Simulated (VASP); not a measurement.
# Sb (P6_3/mmc) in VASP: a series of runs, part 2 of 2

VASP 6.6.1. The steps go on from the part before.

## Step 3: Single point, PBE

This run uses another cell than the first one, of 26.65 Å³/atom, 0.995 times its volume.

INCAR

```
  PREC = Accurate
  ENCUT = 520
  EDIFF = 1E-6
  ISMEAR = 0
  SIGMA = 0.028999999999999998
  LREAL = False
  LASPH = True
  NELM = 80
  ALGO = Normal
  ISIF = 2
  LWAVE = False
  LCHARG = False
  GGA = PE
  NBANDS = 12
```

KPOINTS

```
Automatic mesh
0
Gamma
  9 9 5
```

POSCAR

```
Sb
1.0
    3.3545324186      0.0000000000      0.0000000000
   -1.6772662093      2.9051102923      0.0000000000
    0.0000000000      0.0000000000      5.4701606500
Sb
2
Direct
    0.6666666667      0.3333333333      0.7500000000
    0.3333333333      0.6666666667      0.2500000000
```

Potentials or basis: VASP PAW PBE potentials, release 64 (Sb).

The run is started by

```bash
cat potpaw_PBE.64/Sb/POTCAR > POTCAR
mpirun -np 1 vasp_std > vasp.out
```

OUTCAR:

```text
PREC = Accurate
   ENCUT = 520
   EDIFF = 1E-6
   ISMEAR = 0
   LREAL = False
   LASPH = True
   NELM = 80
   ISIF = 2
   GGA = PE

 ion  position               nearest neighbor table
   1  0.667  0.333  0.750-   2 3.35   2 3.35   2 3.35   2 3.35   2 3.35   2 3.35
   2  0.333  0.667  0.250-   1 3.35   1 3.35   1 3.35   1 3.35   1 3.35   1 3.35

  LATTYP: Found a hexagonal cell.
 ALAT       =     3.3545324186
 C/A-ratio  =     1.6306775334

  Lattice vectors:

 A1 = (   3.3545324186,   0.0000000000,   0.0000000000)
 A2 = (  -1.6772662093,   2.9051102923,   0.0000000000)
 A3 = (   0.0000000000,   0.0000000000,   5.4701606500)

Analysis of symmetry for initial positions (statically):
=====================================================================
 Subroutine PRICEL returns:
 Original cell was already a primitive cell.

 Routine SETGRP: Setting up the symmetry group for a
 hexagonal supercell.

 Subroutine GETGRP returns: Found 24 space group operations
 (whereof 12 operations were pure point group operations)
 out of a pool of 24 trial point group operations.

The static configuration has the point symmetry D_3d.
 The point group associated with its full space group is D_6h.

Analysis of symmetry for dynamics (positions and initial velocities):
=====================================================================
 Subroutine PRICEL returns:
 Original cell was already a primitive cell.

 Routine SETGRP: Setting up the symmetry group for a
 hexagonal supercell.

 Subroutine GETGRP returns: Found 24 space group operations
 (whereof 12 operations were pure point group operations)
 out of a pool of 24 trial point group operations.

The dynamic configuration has the point symmetry D_3d.
 The point group associated with its full space group is D_6h.

 Subroutine INISYM returns: Found 24 space group operations
 (whereof 12 operations are pure point group operations),
 and found     1 'primitive' translations
[... 117 lines left out ...]
  Fermi-wavevector in a.u.,A,eV,Ry     =   0.937152  1.770960 11.949364  0.878253
  Thomas-Fermi vector in A             =   2.064234
   LORBIT       =      0    0 simple, 1 ext, 2 COOP (PROOUT), +10 PAW based schemes
   GGA     = PE    functional components
   LHFCALC =     F    Hartree Fock is set to
   AEXX    =    0.0000 exact exchange contribution
   IVDW    =     0    specifies the selected vdW correction
   LEPSILON=     F    determine dielectric tensor
   LRPA    =     F    only Hartree local field effects (RPA)
 non-spin polarized calculation
 Gauss-broadening in eV      SIGMA  =   0.03
  energy-cutoff  :      520.00
  volume of cell :       53.31
 maximum number of plane-waves:      1448
 NGX is ok and might be reduce to    28
   NGX = 13   NGY = 13   NGZ = 21

 number of electron      10.0000000 magnetization

 Free energy of the ion-electron system (eV)
  ---------------------------------------------------
  ext. energy  EPLUGINS =         0.00000000
  ---------------------------------------------------
  free energy    TOTEN  =        -7.72037394 eV

  energy without entropy =       -7.71912005  energy(sigma->0) =       -7.71974699

 E-fermi :   8.5369     XC(G=0): -10.2772

 val. band max:        8.5262103804   @ k =   0.2222   0.0000   0.4000
 cond. band min:       8.5391941002   @ k =   0.4444   0.1111   0.0000
 fundamental gap:      0.0129837198
 Fermi energy:         8.5368555966

 k-point     1 :       0.0000    0.0000    0.0000
  band No.  band energies     occupation
      1      -4.3485      2.00000
      2      -0.5205      2.00000
      3       2.7748      2.00000
      4      12.2629      0.00000
      5      12.2629      0.00000
      6      13.9099      0.00000
      7      13.9099      0.00000
      8      14.1552      0.00000
      9      16.3788      0.00000
     10      17.6056      0.00000
     11      18.6192      0.00000
     12      18.6192      0.00000
[... 331 lines left out ...]
 k-point    24 :       0.3333    0.3333    0.2000
  band No.  band energies     occupation
      1       0.5857      2.00000
      2       0.5857      2.00000
      3       4.3617      2.00000
      4       5.3968      2.00000
      5       5.3968      2.00000
      6       6.9842      2.00000
      7       9.3510      0.00000
      8       9.3510      0.00000
      9      13.1692      0.00000
     10      19.0601      0.00000
     11      19.0601      0.00000
     12      20.8600      0.00000

 [... further k-points ...]
[... 5 lines left out ...]
  --------------------------------------------------------------------------------------
  -------------------------------------------------------------------------------------
  Total        0.3895006      0.3895006      0.5556870      0.0000000      0.0000000      0.0000000
  in kB       11.7064166     11.7064166     16.7011404      0.0000000      0.0000000      0.0000000
  external PRESSURE =      13.3713245 kB  Pullay stress =       0.0000000 kB

 VOLUME and BASIS-vectors are now :
 -----------------------------------------------------------------------------
  energy-cutoff  :      520.00
  volume of cell :       53.31
      direct lattice vectors                 reciprocal lattice vectors
     3.354532419  0.000000000  0.000000000     0.298104139  0.172110505  0.000000000
    -1.677266209  2.905110292  0.000000000     0.000000000  0.344221010  0.000000000
     0.000000000  0.000000000  5.470160650     0.000000000  0.000000000  0.182809987

 POSITION                                       TOTAL-FORCE (eV/Angst)
 -----------------------------------------------------------------------------------
      1.67727      0.96837      4.10262         0.000000     -0.000000      0.000000
     -0.00000      1.93674      1.36754        -0.000000      0.000000      0.000000
 -----------------------------------------------------------------------------------
    total drift:                                0.000000     -0.000000      0.000000

  FREE ENERGIE OF THE ION-ELECTRON SYSTEM (eV)
  ---------------------------------------------------
  free  energy   TOTEN  =        -7.7203739387 eV

  energy  without entropy=       -7.7191200454  energy(sigma->0) =       -7.71974699
```

OSZICAR:

```text
N       E                     dE             d eps       ncg     rms          rms(c)
DAV:   1     0.336791485487E+02    0.33679E+02   -0.35225E+03   864   0.659E+02
DAV:   2    -0.581784286061E+01   -0.39497E+02   -0.38269E+02  1156   0.108E+02
DAV:   3    -0.771451040553E+01   -0.18967E+01   -0.18873E+01  1112   0.262E+01
DAV:   4    -0.772963843149E+01   -0.15128E-01   -0.15127E-01  1000   0.279E+00
DAV:   5    -0.772978992952E+01   -0.15150E-03   -0.15150E-03  1024   0.313E-01    0.246E+00
DAV:   6    -0.772352679994E+01    0.62631E-02   -0.37319E-03   988   0.315E-01    0.140E+00
DAV:   7    -0.772033602983E+01    0.31908E-02   -0.72070E-03   924   0.442E-01    0.479E-02
DAV:   8    -0.772037297405E+01   -0.36944E-04   -0.13044E-04  1032   0.810E-02    0.142E-02
DAV:   9    -0.772037486509E+01   -0.18910E-05   -0.33684E-06   980   0.135E-02    0.298E-03
DAV:  10    -0.772037393872E+01    0.92637E-06   -0.26654E-07   616   0.325E-03
   1 F= -.77203739E+01 E0= -.77197470E+01  d E =-.125389E-02
```

stdout:

```text
POSCAR found type information on POSCAR Sb
 POSCAR found :  1 types and       2 ions
 scaLAPACK will be used
 LDA part: xc-table for (Slater+PW92), standard interpolation
 POSCAR, INCAR and KPOINTS ok, starting setup
 FFT: planning ... GRIDC
 FFT: planning ... GRID_SOFT
 FFT: planning ... GRID
 WAVECAR not read
 entering main loop
```

It took 7.9 s on 1 thread of Intel Xeon 6975P-C (Granite Rapids), shared host; peak memory 0.17 GiB.

Results:

* Free energy: -7.7204 eV
* Pressure: 1.3 GPa
* Band gap on the k mesh: zero (band 5 reaches 12.82 eV, above the bottom of band 6 at 5.89 eV)

Caveat: spin-orbit coupling is left out, which moves the levels of the heavy elements.
